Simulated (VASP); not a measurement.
# BiTe in VASP: single point with PBE

Aim: the single point of BiTe with PBE.

Everything below comes from runs of VASP 6.6.1. Logs are shortened: lines on timing, memory, paths and dates and some standing lists are left out, and cuts for length are marked.

## (1) The cell of the first run

The cell holds a slab with vacuum, 4 atoms: a = 4.598 Å, b = 4.598 Å, c = 17.251 Å, α = 90.00°, β = 90.00°, γ = 90.00°.

## (2) Single point, PBE

Contents of INCAR:

```
PREC = Accurate
ENCUT = 520
EDIFF = 1E-6
ISMEAR = 0
SIGMA = 0.1
LREAL = False
LASPH = True
NELM = 100
ALGO = Normal
ISIF = 2
LWAVE = False
LCHARG = False
LDIPOL = True
IDIPOL = 3
DIPOL = 0.5 0.5 0.492
GGA = PE
NBANDS = 29
```

Contents of KPOINTS:

```
regular mesh
0
Gamma
  6 6 1
```

Contents of POSCAR:

```
BiTe
1.0
    4.5978826485      0.0000000000      0.0000000000
    0.0000000000      4.5978826485      0.0000000000
    0.0000000000      0.0000000000     17.2511939999
Bi Te
2 2
Direct
    0.5000000000      0.5000000000      0.4057690152
    0.0000000000      0.0000000000      0.5791503347
    0.0000000000      0.0000000000      0.4057690152
    0.5000000000      0.5000000000      0.5770220235
```

Potentials or basis: VASP PAW PBE potentials, release 64 (Bi_d, Te).

Run with:

```console
cat potpaw_PBE.64/Bi_d/POTCAR potpaw_PBE.64/Te/POTCAR > POTCAR
mpirun -np 1 vasp_std > vasp.out
```

OUTCAR:

```text
PREC = Accurate
   ENCUT = 520
   EDIFF = 1E-6
   ISMEAR = 0
   LREAL = False
   LASPH = True
   NELM = 100
   ISIF = 2
   GGA = PE

 ion  position               nearest neighbor table
   1  0.500  0.500  0.406-   4 2.95   3 3.25   3 3.25   3 3.25   3 3.25
   2  0.000  0.000  0.579-   3 2.99   4 3.25   4 3.25   4 3.25   4 3.25
   3  0.000  0.000  0.406-   2 2.99   1 3.25   1 3.25   1 3.25   1 3.25
   4  0.500  0.500  0.577-   1 2.95   2 3.25   2 3.25   2 3.25   2 3.25

  LATTYP: Found a simple tetragonal cell.
 ALAT       =     4.5978826485
 C/A-ratio  =     3.7519865814

  Lattice vectors:

 A1 = (   4.5978826485,   0.0000000000,   0.0000000000)
 A2 = (   0.0000000000,   4.5978826485,   0.0000000000)
 A3 = (   0.0000000000,   0.0000000000,  17.2511939999)

Analysis of symmetry for initial positions (statically):
=====================================================================
 Subroutine PRICEL returns:
 Original cell was already a primitive cell.

 Routine SETGRP: Setting up the symmetry group for a
 simple tetragonal supercell.

 Subroutine GETGRP returns: Found  8 space group operations
 (whereof  8 operations were pure point group operations)
 out of a pool of 16 trial point group operations.

The static configuration has the point symmetry C_4v.

Analysis of symmetry for dynamics (positions and initial velocities):
=====================================================================
 Subroutine PRICEL returns:
 Original cell was already a primitive cell.

 Routine SETGRP: Setting up the symmetry group for a
 simple tetragonal supercell.

 Subroutine GETGRP returns: Found  8 space group operations
 (whereof  8 operations were pure point group operations)
 out of a pool of 16 trial point group operations.

The dynamic configuration has the point symmetry C_4v.

 Subroutine INISYM returns: Found  8 space group operations
 (whereof  8 operations are pure point group operations),
 and found     1 'primitive' translations

----------------------------------------------------------------------------------------

                                     Primitive cell

  volume of cell :     364.6993

  direct lattice vectors                    reciprocal lattice vectors
     4.597882648  0.000000000  0.000000000     0.217491414  0.000000000  0.000000000
     0.000000000  4.597882648  0.000000000     0.000000000  0.217491414  0.000000000
     0.000000000  0.000000000 17.251194000     0.000000000  0.000000000  0.057967002

  length of vectors
[... 80 lines left out ...]
   TEBEG  =    0.0;   TEEND  =   0.0 temperature during run
   PSTRESS=    0.0 pullay stress
   NELECT =      42.0000    total number of electrons
   NUPDOWN=      -1.0000    fix difference up-down
   EMIN   =  10.00;   EMAX   =-10.00  energy-range for DOS
   EFERMI =   0.00;   METHOD = LEGACY
   ISMEAR =     0;   SIGMA  =   0.10  broadening in eV -4-tet -1-fermi 0-gaus
   EFERMI_NEDOS =   21; number of points for ismear=-14 and -15
   IALGO  =     38    algorithm
   IMIX   =      4    mixing-type and parameters
     AMIX     =   0.40;   BMIX     =  1.00
     AMIX_MAG =   1.60;   BMIX_MAG =  1.00
  volume/ion in A,a.u.               =      91.17       615.28
  Fermi-wavevector in a.u.,A,eV,Ry     =   0.796489  1.505145  8.631458  0.634394
  Thomas-Fermi vector in A             =   1.903022
   LORBIT       =      0    0 simple, 1 ext, 2 COOP (PROOUT), +10 PAW based schemes
   GGA     = PE    functional components
   LHFCALC =     F    Hartree Fock is set to
   AEXX    =    0.0000 exact exchange contribution
   IVDW    =     0    specifies the selected vdW correction
   LEPSILON=     F    determine dielectric tensor
   LRPA    =     F    only Hartree local field effects (RPA)
 non-spin polarized calculation
 Gauss-broadening in eV      SIGMA  =   0.10
  energy-cutoff  :      520.00
  volume of cell :      364.70
 maximum number of plane-waves:      9853
 NGX is ok and might be reduce to    36
   NGX = 17   NGY = 17   NGZ = 65

 dipolmoment           0.000000      0.000000      0.004967 electrons x Angstroem

 number of electron      42.0000005 magnetization

 dipolmoment           0.000000      0.000000     -0.001686 electrons x Angstroem

 Free energy of the ion-electron system (eV)
  ---------------------------------------------------
  ext. energy  EPLUGINS =         0.00000000
  ---------------------------------------------------
  free energy    TOTEN  =       -13.91763430 eV

  energy without entropy =      -13.91065490  energy(sigma->0) =      -13.91414460

 E-fermi :   0.1135     XC(G=0):  -4.2167

 val. band max:        0.0432895559   @ k =   0.3333   0.0000   0.0000
 cond. band min:       0.2859021781   @ k =   0.3333   0.0000   0.0000
 fundamental gap:      0.2426126222
 Fermi energy:         0.1135468764

 k-point     1 :       0.0000    0.0000    0.0000
  band No.  band energies     occupation
      1     -23.0741      2.00000
      2     -23.0586      2.00000
      3     -23.0374      2.00000
      4     -23.0374      2.00000
      5     -23.0277      2.00000
      6     -23.0277      2.00000
[... 309 lines left out ...]
     28       4.8162      0.00000
     29       5.6060      0.00000

------------------------ aborting loop because EDIFF is reached ----------------------------------------

 vacuum level on the upper side and lower side of the slab       (xc-potential included)        -0.148        -0.121

  FORCE on cell =-STRESS in cart. coord.  units (eV):
  Direction    XX          YY          ZZ          XY          YZ          ZX
  --------------------------------------------------------------------------------------
  -------------------------------------------------------------------------------------
  Total        0.6098703      0.6098703     -0.0882667      0.0000000     -0.0000000      0.0000000
  in kB        2.6792493      2.6792493     -0.3877687      0.0000000     -0.0000000      0.0000000
  external PRESSURE =       1.6569100 kB  Pullay stress =       0.0000000 kB

 VOLUME and BASIS-vectors are now :
 -----------------------------------------------------------------------------
  energy-cutoff  :      520.00
  volume of cell :      364.70
      direct lattice vectors                 reciprocal lattice vectors
     4.597882648  0.000000000  0.000000000     0.217491414  0.000000000  0.000000000
     0.000000000  4.597882648  0.000000000     0.000000000  0.217491414  0.000000000
     0.000000000  0.000000000 17.251194000     0.000000000  0.000000000  0.057967002

 POSITION                                       TOTAL-FORCE (eV/Angst)
 -----------------------------------------------------------------------------------
      2.29894      2.29894      7.00000         0.000000      0.000000     -0.165454
      0.00000      0.00000      9.99103         0.000000      0.000000     -0.009875
      0.00000      0.00000      7.00000         0.000000      0.000000      0.183237
      2.29894      2.29894      9.95432         0.000000     -0.000000     -0.007908
 -----------------------------------------------------------------------------------
    total drift:                                0.000000      0.000000      0.000297

  FREE ENERGIE OF THE ION-ELECTRON SYSTEM (eV)
  ---------------------------------------------------
  free  energy   TOTEN  =       -13.9176342983 eV

  energy  without entropy=      -13.9106549005  energy(sigma->0) =      -13.91414460

 vacuum level on the upper side and lower side of the slab         3.762         3.798
```

OSZICAR:

```text
N       E                     dE             d eps       ncg     rms          rms(c)
DAV:   1     0.336380857727E+03    0.33638E+03   -0.18238E+04   708   0.116E+03
DAV:   2     0.159625028541E+02   -0.32042E+03   -0.31469E+03   700   0.284E+02
DAV:   3    -0.128627289551E+02   -0.28825E+02   -0.28538E+02   705   0.106E+02
[... 14 lines left out ...]
DAV:  18    -0.139176161810E+02   -0.28576E-04   -0.51408E-07   457   0.387E-03    0.246E-03
DAV:  19    -0.139176303492E+02   -0.14168E-04   -0.39636E-07   462   0.248E-03    0.134E-03
DAV:  20    -0.139176325116E+02   -0.21624E-05   -0.45040E-08   408   0.127E-03    0.599E-04
DAV:  21    -0.139176341969E+02   -0.16853E-05   -0.49727E-08   388   0.110E-03    0.263E-04
DAV:  22    -0.139176342983E+02   -0.10136E-06   -0.50050E-09   395   0.448E-04
   1 F= -.13917634E+02 E0= -.13914145E+02  d E =-.697940E-02
```

Wall time 3.9 min (1 thread of Intel Xeon Platinum 8124M at 3.00GHz (Skylake/Cascade Lake), shared host); peak memory 0.45 GiB.

Results:

```
Free energy            : -13.9176 eV
Largest force          : 0.183 eV/Å
Band gap on the k mesh : zero (band 21 reaches 1.49 eV, above the bottom of band 22 at -0.16 eV)
```

Forces in eV/Å, atoms in the order of the input:
```
Bi   0.000  0.000 -0.165
Bi   0.000  0.000 -0.010
Te   0.000  0.000  0.183
Te   0.000  0.000 -0.008
```

Levels at points of the mesh, in eV from the Fermi level:
| k point | band 18 | band 19 | band 20 | band 21 | band 22 | band 23 | band 24 | band 25 |
| --- | --- | --- | --- | --- | --- | --- | --- | --- |
| (0.00, 0.00, 0.00) | -2.69 | -2.69 | -1.66 | -0.29 | 2.17 | 2.17 | 2.54 | 2.87 |
| (0.50, 0.00, 0.00) | -2.06 | -1.97 | -1.92 | -0.29 | -0.27 | -0.27 | -0.26 | 0.89 |
| (0.50, 0.50, 0.00) | -4.19 | -2.95 | -2.91 | 1.38 | 1.47 | 3.25 | 3.25 | 3.51 |

Caveat: spin-orbit coupling is left out, which moves the levels of the heavy elements.
